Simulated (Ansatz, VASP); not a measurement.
## AlIn2Sb2As: VASP beside Ansatz

```
Al In Sb As
1.0
     4.26425    0.00000    0.00000
     0.00000    4.26425    0.00000
     0.00000    0.00000    7.53988
Al In Sb As
1 2 2 1
Direct
  0.50000 0.50000 0.00000
  0.00000 0.50000 0.00000
  0.50000 0.00000 0.00000
  0.00000 0.00000 0.24252
  0.00000 0.00000 0.75748
  0.50000 0.50000 0.50000
```

Change from the starting cell: species swapped into the Sr2CuSeO2 type (P4/mmm, No. 123).

Alike in both runs: task relaxation of cell and atoms; functional PBE; k mesh 4 × 4 × 2; occupations gaussian, width 0.1 eV; no spin polarisation.

|  | VASP | Ansatz |
| --- | --- | --- |
| version | VASP 6.6.1 | Ansatz 0.2.0 |
| potentials or method | VASP PAW PBE potentials, release 64 (Al, In_d, Sb, As), cutoff 600 eV | scalar-relativistic, plane waves, PAW |
| valence electrons in the cell | 44 | 74 |

|  | VASP | Ansatz | Ansatz less VASP |
| --- | --- | --- | --- |
| gap on the k mesh at the Fermi level, each at its own relaxed structure (eV) | none | none | - |
| relaxed volume (Å³/atom) | 30.11 | 30.21 | +0.098 |
| relaxed cell length with the largest relative difference (Å) | 6.224 | 6.549 | +0.3245 |

A gap of «none» marks a metal or a gap that the smearing closes. One of these differences is far larger than is usual between the two programs; its cause wasn't traced. VASP's potentials hold 44 valence electrons a cell and Ansatz's 74, so a difference there can come from the potentials and not from the codes.

The k mesh is coarse, so the values compare programs but aren't converged. Spin-orbit coupling is off throughout. Noted on VASP's run: the volume moved by over 15 % at a fixed basis, so the end points are rough.
